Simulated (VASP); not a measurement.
# Cu (I4/mmm) in VASP: a series of runs

Cu is run at these levels: LDA; tasks: single point.

Program: VASP 6.6.1. These are calculated values, not measurements. Logs are shortened: lines on timing, memory, paths and dates and some standing lists are left out, and cuts for length are marked.

### 1 The cell of the first run

Symmetry: I4/mmm, No. 139, tetragonal system. The conventional cell has a = 2.890 Å, b = 2.890 Å, c = 2.582 Å, α = 90.00°, β = 90.00°, γ = 90.00°. Cu (site symmetry 4/mmm) has 14 Cu at 2.42 to 2.89 Å within 3.2 Å.

### 2 Single point, LDA

INCAR

```
SYSTEM = Cu
ALGO = Fast
EDIFF = 1E-6
ENCUT = 520
ISIF = 2
ISMEAR = 0
LASPH = .True.
LCHARG = .False.
LREAL = .False.
LWAVE = .False.
NBANDS = 12
NELM = 80
PREC = Accurate
SIGMA = 0.15
```

KPOINTS

```
k-points
0
Gamma
  22 22 22
  0 0 0
```

POSCAR

```
Cu
1.0
   -1.4452500000      1.4452500000      1.2908000000
    1.4452500000     -1.4452500000      1.2908000000
    1.4452500000      1.4452500000     -1.2908000000
Cu
1
Direct
    0.0000000000      0.0000000000      0.0000000000
```

Potentials or basis: VASP PAW LDA potentials, release 64 (Cu).

Started as:

```
> cat potpaw_LDA.64/Cu/POTCAR > POTCAR
> mpirun -np 1 vasp_std > vasp.out
```

OUTCAR:

```text
SYSTEM = Cu
   EDIFF = 1E-6
   ENCUT = 520
   ISIF = 2
   ISMEAR = 0
   LASPH = .True.
   LREAL = .False.
   NELM = 80
   PREC = Accurate

 ion  position               nearest neighbor table
   1  0.000  0.000  0.000-

  LATTYP: Found a body centered tetragonal cell.
 ALAT       =     2.8905000000
 C/A-ratio  =     0.8931326760

  Lattice vectors:

 A1 = (  -1.4452500000,   1.4452500000,   1.2908000000)
 A2 = (   1.4452500000,  -1.4452500000,   1.2908000000)
 A3 = (   1.4452500000,   1.4452500000,  -1.2908000000)

Analysis of symmetry for initial positions (statically):
=====================================================================
 Subroutine PRICEL returns:
 Original cell was already a primitive cell.

 Routine SETGRP: Setting up the symmetry group for a
 body centered tetragonal supercell.

 Subroutine GETGRP returns: Found 16 space group operations
 (whereof 16 operations were pure point group operations)
 out of a pool of 16 trial point group operations.

The static configuration has the point symmetry D_4h.

Analysis of symmetry for dynamics (positions and initial velocities):
=====================================================================
 Subroutine PRICEL returns:
 Original cell was already a primitive cell.

 Routine SETGRP: Setting up the symmetry group for a
 body centered tetragonal supercell.

 Subroutine GETGRP returns: Found 16 space group operations
 (whereof 16 operations were pure point group operations)
 out of a pool of 16 trial point group operations.

The dynamic configuration has the point symmetry D_4h.

 Subroutine INISYM returns: Found 16 space group operations
 (whereof 16 operations are pure point group operations),
 and found     1 'primitive' translations

----------------------------------------------------------------------------------------

                                     Primitive cell

  volume of cell :      10.7846

  direct lattice vectors                    reciprocal lattice vectors
    -1.445250000  1.445250000  1.290800000     0.000000000  0.345960906  0.387356678
     1.445250000 -1.445250000  1.290800000     0.345960906  0.000000000  0.387356678
     1.445250000  1.445250000 -1.290800000     0.345960906  0.345960906  0.000000000

  length of vectors
     2.417366287  2.417366287  2.417366287     0.519359360  0.519359360  0.489262606

  position of ions in fractional coordinates (direct lattice)
     0.000000000  0.000000000  0.000000000

  ion indices of the primitive-cell ions
   primitive index   ion index
                 1           1

----------------------------------------------------------------------------------------

 KPOINTS: k-points

Automatic generation of k-mesh.
 Grid dimensions read from file:
 generate k-points for:   22   22   22

 Generating k-lattice:

  Cartesian coordinates                     Fractional coordinates (reciprocal lattice)
     0.000000000  0.015725496  0.017607122     0.045454545  0.000000000  0.000000000
     0.015725496  0.000000000  0.017607122     0.000000000  0.045454545  0.000000000
     0.015725496  0.015725496  0.000000000     0.000000000  0.000000000  0.045454545

  Length of vectors
     0.023607244  0.023607244  0.022239209

  Shift w.r.t. Gamma in fractional coordinates (k-lattice)
     0.000000000  0.000000000  0.000000000

 Subroutine IBZKPT returns following result:
 ===========================================

 Found    834 irreducible k-points:

 Following reciprocal coordinates:
            Coordinates               Weight
  0.000000  0.000000  0.000000      1.000000
  0.045455 -0.000000  0.000000      8.000000
  0.090909 -0.000000  0.000000      8.000000
  0.136364  0.000000 -0.000000      8.000000
  0.181818  0.000000 -0.000000      8.000000
  0.227273  0.000000 -0.000000      8.000000
[... 16 lines left out ...]
  0.500000  0.045455  0.000000     16.000000
 -0.454545  0.045455  0.000000     16.000000
 [... further k-points ...]
   k-points           NKPTS =    834   k-points in BZ     NKDIM =    834   number of bands    NBANDS=     12
   number of dos      NEDOS =    301   number of ions     NIONS =      1
   total plane-waves  NPLWV =   5832
   dimension x,y,z NGX =    18 NGY =   18 NGZ =   18
   dimension x,y,z NGXF=    36 NGYF=   36 NGZF=   36
   ions per type =               1
   NGX,Y,Z   is equivalent  to a cutoff of  12.38, 12.38, 12.38 a.u.
   NGXF,Y,Z  is equivalent  to a cutoff of  24.76, 24.76, 24.76 a.u.
 SYSTEM =  Cu
   PREC   = accura    normal or accurate (medium, high low for compatibility)
   ISTART =      0    job   : 0-new  1-cont  2-samecut
   ICHARG =      2    charge: 1-file 2-atom 10-const
   ISPIN  =      1    spin polarized calculation?
   LNONCOLLINEAR =      F non collinear calculations
   LSORBIT =      F    spin-orbit coupling
   LASPH  =      T    aspherical Exc in radial PAW
   ENCUT  =  520.0 eV  38.22 Ry    6.18 a.u.   4.49  4.49  4.49*2*pi/ulx,y,z
   NELM   =     80;   NELMIN=  2; NELMDL= -5     # of ELM steps
   EDIFF  = 0.1E-05   stopping-criterion for ELM
   LREAL  =      F    real-space projection
   EDIFFG = 0.1E-04   stopping-criterion for IOM
   NSW    =      0    number of steps for IOM
   IBRION =     -1    ionic relax: 0-MD 1-quasi-New 2-CG
   NFREE  =      0    steps in history (QN), initial steepest desc. (CG)
   ISIF   =      2    stress and relaxation
   ISYM   =      2    0-nonsym 1-usesym 2-fastsym
   POTIM  = 0.5000    time-step for ionic-motion
   TEBEG  =    0.0;   TEEND  =   0.0 temperature during run
   PSTRESS=    0.0 pullay stress
   NELECT =      11.0000    total number of electrons
   NUPDOWN=      -1.0000    fix difference up-down
   EMIN   =  10.00;   EMAX   =-10.00  energy-range for DOS
   EFERMI =   0.00;   METHOD = LEGACY
   ISMEAR =     0;   SIGMA  =   0.15  broadening in eV -4-tet -1-fermi 0-gaus
   EFERMI_NEDOS =   21; number of points for ismear=-14 and -15
   IALGO  =     68    algorithm
   IMIX   =      4    mixing-type and parameters
     AMIX     =   0.40;   BMIX     =  1.00
     AMIX_MAG =   1.60;   BMIX_MAG =  1.00
  volume/ion in A,a.u.               =      10.78        72.78
  Fermi-wavevector in a.u.,A,eV,Ry     =   1.647925  3.114127 36.948751  2.715657
  Thomas-Fermi vector in A             =   2.737301
   LORBIT       =      0    0 simple, 1 ext, 2 COOP (PROOUT), +10 PAW based schemes
   GGA     = CA    functional components
   LHFCALC =     F    Hartree Fock is set to
   AEXX    =    0.0000 exact exchange contribution
   IVDW    =     0    specifies the selected vdW correction
   LEPSILON=     F    determine dielectric tensor
   LRPA    =     F    only Hartree local field effects (RPA)
 non-spin polarized calculation
 RMM-DIIS sequential band-by-band and
 Gauss-broadening in eV      SIGMA  =   0.15
  energy-cutoff  :      520.00
  volume of cell :       10.78
 maximum number of plane-waves:       303
 NGX is ok and might be reduce to    18
   NGX =  9   NGY =  9   NGZ =  9

 number of electron      10.9999989 magnetization

 Free energy of the ion-electron system (eV)
  ---------------------------------------------------
  ext. energy  EPLUGINS =         0.00000000
  ---------------------------------------------------
  free energy    TOTEN  =        -4.66474262 eV

  energy without entropy =       -4.66038601  energy(sigma->0) =       -4.66256431

 E-fermi :   8.5618     XC(G=0): -13.6419

 val. band max:        8.5611410599   @ k =   0.5000   0.2273   0.0909
 cond. band min:       8.5629246458   @ k =   0.5000   0.1818   0.1364
 fundamental gap:      0.0017835859
 Fermi energy:         8.5618115592

 k-point     1 :       0.0000    0.0000    0.0000
  band No.  band energies     occupation
      1      -1.5216      2.00000
      2       4.7577      2.00000
      3       5.2970      2.00000
      4       5.2970      2.00000
      5       5.8908      2.00000
      6       6.4758      2.00000
      7      33.0598      0.00000
      8      33.0598      0.00000
      9      36.6193      0.00000
     10      37.4019      0.00000
     11      37.7900      0.00000
     12      38.8125      0.00000

 k-point     2 :       0.0455   -0.0000    0.0000
  band No.  band energies     occupation
      1      -1.4324      2.00000
      2       4.7702      2.00000
      3       5.2914      2.00000
      4       5.2994      2.00000
      5       5.8976      2.00000
      6       6.4602      2.00000
      7      32.7424      0.00000
      8      32.8126      0.00000
      9      35.6886      0.00000
     10      37.1206      0.00000
     11      37.7590      0.00000
     12      37.9720      0.00000

 k-point     3 :       0.0909   -0.0000    0.0000
  band No.  band energies     occupation
      1      -1.1673      2.00000
      2       4.7898      2.00000
      3       5.2701      2.00000
      4       5.3246      2.00000
      5       5.9214      2.00000
      6       6.4182      2.00000
      7      31.8249      0.00000
      8      32.2227      0.00000
      9      33.5733      0.00000
     10      35.9313      0.00000
     11      37.0235      0.00000
     12      37.8607      0.00000
[... 286 lines left out ...]
 k-point    23 :       0.5000    0.0455    0.0000
  band No.  band energies     occupation
      1       2.9791      2.00000
      2       4.0898      2.00000
      3       6.1673      2.00000
      4       6.5494      2.00000
      5       6.9090      2.00000
      6       8.2497      1.99675
      7      14.1154      0.00000
      8      25.1164      0.00000
      9      26.0525      0.00000
     10      30.7987      0.00000
     11      34.1198      0.00000
     12      42.8884      0.00000

 k-point    24 :      -0.4545    0.0455    0.0000
  band No.  band energies     occupation
      1       2.9258      2.00000
      2       4.1283      2.00000
      3       6.1856      2.00000
      4       6.4090      2.00000
      5       6.7522      2.00000
      6       7.5882      2.00000
      7      15.3304      0.00000
      8      25.2128      0.00000
      9      26.3473      0.00000
     10      30.9255      0.00000
     11      34.2414      0.00000
     12      43.2992      0.00000

 [... further k-points ...]
[... 5 lines left out ...]
  --------------------------------------------------------------------------------------
  -------------------------------------------------------------------------------------
  Total        0.2556022      0.2556022      0.3665149      0.0000000      0.0000000      0.0000000
  in kB       37.9725904     37.9725904     54.4499332      0.0000000      0.0000000      0.0000000
  external PRESSURE =      43.4650380 kB  Pullay stress =       0.0000000 kB

 VOLUME and BASIS-vectors are now :
 -----------------------------------------------------------------------------
  energy-cutoff  :      520.00
  volume of cell :       10.78
      direct lattice vectors                 reciprocal lattice vectors
    -1.445250000  1.445250000  1.290800000     0.000000000  0.345960906  0.387356678
     1.445250000 -1.445250000  1.290800000     0.345960906  0.000000000  0.387356678
     1.445250000  1.445250000 -1.290800000     0.345960906  0.345960906  0.000000000

 POSITION                                       TOTAL-FORCE (eV/Angst)
 -----------------------------------------------------------------------------------
      0.00000      0.00000      0.00000        -0.000000      0.000000     -0.000000
 -----------------------------------------------------------------------------------
    total drift:                                0.000000      0.000000      0.000000

  FREE ENERGIE OF THE ION-ELECTRON SYSTEM (eV)
  ---------------------------------------------------
  free  energy   TOTEN  =        -4.6647426215 eV

  energy  without entropy=       -4.6603860070  energy(sigma->0) =       -4.66256431
```

Wall time 48 s (1 thread of Intel Xeon 6975P-C (Granite Rapids), shared host); peak memory 0.2 GiB.

Results:

```yaml
Free_energy: -4.6647 eV
Pressure: 4.3 GPa
```

Stress tensor (GPa, compression positive):
```
3.80 0.00 0.00
0.00 3.80 0.00
0.00 0.00 5.44
```

### 3 Single point, LDA

This run uses another cell than the first one, of 10.91 Å³/atom, 1.012 times its volume.

INCAR

```
PREC = Accurate
ENCUT = 520
EDIFF = 1E-7
ISMEAR = 0
SIGMA = 0.15
LREAL = False
LASPH = True
NELM = 100
ALGO = Fast
ISIF = 2
LWAVE = False
LCHARG = False
NBANDS = 12
```

KPOINTS

```
Automatic mesh
0
Gamma
  22 22 22
```

POSCAR

```
Cu
1.0
   -1.4631000000      1.4631000000      1.2740500000
    1.4631000000     -1.4631000000      1.2740500000
    1.4631000000      1.4631000000     -1.2740500000
Cu
1
Direct
    0.0000000000      0.0000000000      0.0000000000
```

Potentials or basis: VASP PAW LDA potentials, release 64 (Cu).

Started as:

```
> cat potpaw_LDA.64/Cu/POTCAR > POTCAR
> mpirun -np 1 vasp_std > vasp.out
```

Wall time 56 s (1 thread of Intel Xeon 6975P-C (Granite Rapids), shared host); peak memory 0.21 GiB.

Results (log left out):

| Item | Value |
| --- | --- |
| Free energy | -4.6644 eV |
| Pressure | 1.8 GPa |

Stress tensor (GPa, compression positive):
```
0.74 0.00 0.00
0.00 0.74 0.00
0.00 0.00 3.87
```

Levels at points of the mesh, in eV from the Fermi level:
```tsv
k point	band 2	band 3	band 4	band 5	band 6	band 7	band 8	band 9	band 10	band 11
(0.00, 0.00, 0.00)	-3.82	-3.16	-3.16	-2.74	-2.03	23.93	23.93	28.09	28.49	28.77
(0.50, 0.00, 0.00)	-4.46	-2.37	-1.82	-1.49	-0.34	5.40	17.08	17.17	21.40	24.67
(0.50, 0.50, 0.00)	-3.69	-2.83	-2.32	-1.53	-1.48	3.75	20.89	21.61	25.00	27.89
(0.50, 0.50, 0.50)	-5.13	-1.70	-1.70	-1.55	6.74	6.74	12.48	12.94	13.75	19.49
```

### 4 Single point, LDA

This run uses another cell than the first one, of 10.92 Å³/atom, 1.013 times its volume.

INCAR

```
PREC = Accurate ; ENCUT = 520
EDIFF = 1E-6 ; ISMEAR = 0
SIGMA = 0.15 ; LREAL = False
LASPH = True ; NELM = 60
ALGO = Normal ; ISIF = 2
LWAVE = False ; LCHARG = False
NBANDS = 12
```

KPOINTS

```
regular mesh
0
Gamma
  22 22 22
```

POSCAR

```
Cu
1.0
   -1.4452500000      1.4452500000      1.3075500000
    1.4452500000     -1.4452500000      1.3075500000
    1.4452500000      1.4452500000     -1.3075500000
Cu
1
Direct
    0.0000000000      0.0000000000      0.0000000000
```

Potentials or basis: VASP PAW LDA potentials, release 64 (Cu).

Started as:

```
> cat potpaw_LDA.64/Cu/POTCAR > POTCAR
> mpirun -np 1 vasp_std > vasp.out
```

OUTCAR:

```text
PREC = Accurate
   ENCUT = 520
   EDIFF = 1E-6
   ISMEAR = 0
   LREAL = False
   LASPH = True
   NELM = 60
   ISIF = 2

 ion  position               nearest neighbor table
   1  0.000  0.000  0.000-

  LATTYP: Found a body centered tetragonal cell.
 ALAT       =     2.8905000000
 C/A-ratio  =     0.9047223664

  Lattice vectors:

 A1 = (  -1.4452500000,   1.4452500000,   1.3075500000)
 A2 = (   1.4452500000,  -1.4452500000,   1.3075500000)
 A3 = (   1.4452500000,   1.4452500000,  -1.3075500000)

Analysis of symmetry for initial positions (statically):
=====================================================================
 Subroutine PRICEL returns:
 Original cell was already a primitive cell.

 Routine SETGRP: Setting up the symmetry group for a
 body centered tetragonal supercell.

 Subroutine GETGRP returns: Found 16 space group operations
 (whereof 16 operations were pure point group operations)
 out of a pool of 16 trial point group operations.

The static configuration has the point symmetry D_4h.

Analysis of symmetry for dynamics (positions and initial velocities):
=====================================================================
 Subroutine PRICEL returns:
[... 159 lines left out ...]
 fundamental gap:      0.0073573071
 Fermi energy:         8.3795013083

 k-point     1 :       0.0000    0.0000    0.0000
  band No.  band energies     occupation
      1      -1.5945      2.00000
      2       4.6676      2.00000
      3       5.1336      2.00000
      4       5.1336      2.00000
      5       5.7975      2.00000
      6       6.2991      2.00000
      7      32.9676      0.00000
      8      32.9676      0.00000
      9      36.0335      0.00000
     10      37.2780      0.00000
     11      37.5488      0.00000
     12      38.2805      0.00000
[... 331 lines left out ...]
 k-point    24 :      -0.4545    0.0455    0.0000
  band No.  band energies     occupation
      1       2.8263      2.00000
      2       4.0338      2.00000
      3       6.0433      2.00000
      4       6.2282      2.00000
      5       6.5856      2.00000
      6       7.4094      2.00000
      7      14.9837      0.00000
      8      25.0182      0.00000
      9      26.1179      0.00000
     10      30.6619      0.00000
     11      33.9064      0.00000
     12      43.0658      0.00000

 [... further k-points ...]
[... 5 lines left out ...]
  --------------------------------------------------------------------------------------
  -------------------------------------------------------------------------------------
  Total        0.0566262      0.0566262      0.1342136      0.0000000     -0.0000000      0.0000000
  in kB        8.3047019      8.3047019     19.6835183      0.0000000     -0.0000000      0.0000000
  external PRESSURE =      12.0976407 kB  Pullay stress =       0.0000000 kB

 VOLUME and BASIS-vectors are now :
 -----------------------------------------------------------------------------
  energy-cutoff  :      520.00
  volume of cell :       10.92
      direct lattice vectors                 reciprocal lattice vectors
    -1.445250000  1.445250000  1.307550000     0.000000000  0.345960906  0.382394555
     1.445250000 -1.445250000  1.307550000     0.345960906  0.000000000  0.382394555
     1.445250000  1.445250000 -1.307550000     0.345960906  0.345960906  0.000000000

 POSITION                                       TOTAL-FORCE (eV/Angst)
 -----------------------------------------------------------------------------------
      0.00000      0.00000      0.00000        -0.000000      0.000000      0.000000
 -----------------------------------------------------------------------------------
    total drift:                                0.000000      0.000000      0.000000

  FREE ENERGIE OF THE ION-ELECTRON SYSTEM (eV)
  ---------------------------------------------------
  free  energy   TOTEN  =        -4.6678013363 eV

  energy  without entropy=       -4.6634142071  energy(sigma->0) =       -4.66560777
```

OSZICAR:

```text
N       E                     dE             d eps       ncg     rms          rms(c)
DAV:   1     0.412970430191E+02    0.41297E+02   -0.53769E+03 22676   0.160E+03
DAV:   2    -0.437169021324E+01   -0.45669E+02   -0.42221E+02 20668   0.208E+02
DAV:   3    -0.567095434822E+01   -0.12993E+01   -0.12895E+01 23000   0.400E+01
DAV:   4    -0.567883131600E+01   -0.78770E-02   -0.78758E-02 22684   0.276E+00
DAV:   5    -0.567890627306E+01   -0.74957E-04   -0.74956E-04 23328   0.271E-01    0.796E+00
DAV:   6    -0.502967808685E+01    0.64923E+00   -0.14181E+01 23328   0.752E+01    0.367E+00
DAV:   7    -0.468652484527E+01    0.34315E+00   -0.21501E+00 23552   0.293E+01    0.688E-01
DAV:   8    -0.466882211555E+01    0.17703E-01   -0.87601E-03 26172   0.954E-01    0.224E-01
DAV:   9    -0.466778799071E+01    0.10341E-02   -0.42758E-03 26072   0.112E+00    0.144E-02
DAV:  10    -0.466779984161E+01   -0.11851E-04   -0.25855E-05 22928   0.726E-02    0.449E-03
DAV:  11    -0.466780133140E+01   -0.14898E-05   -0.44614E-07 16368   0.121E-02    0.464E-04
DAV:  12    -0.466780133629E+01   -0.48938E-08   -0.53069E-08 11004   0.249E-03
   1 F= -.46678013E+01 E0= -.46656078E+01  d E =-.438713E-02
```

stdout:

```text
POSCAR found type information on POSCAR Cu
 POSCAR found :  1 types and       1 ions
 scaLAPACK will be used
 LDA part: xc-table for (Slater(with rela. corr.)+CA(PZ))
 , standard interpolation
 POSCAR, INCAR and KPOINTS ok, starting setup
 FFT: planning ... GRIDC
 FFT: planning ... GRID_SOFT
 FFT: planning ... GRID
 WAVECAR not read
 entering main loop
```

It took 40 s on 1 thread of Intel Xeon 6975P-C (Granite Rapids), shared host; peak memory 0.2 GiB.

Results:

* Free energy: -4.6678 eV
* Pressure: 1.2 GPa

Stress tensor (GPa, compression positive):
```
0.83 0.00 0.00
0.00 0.83 0.00
0.00 0.00 1.97
```

(Continued in part 2 of 2.)
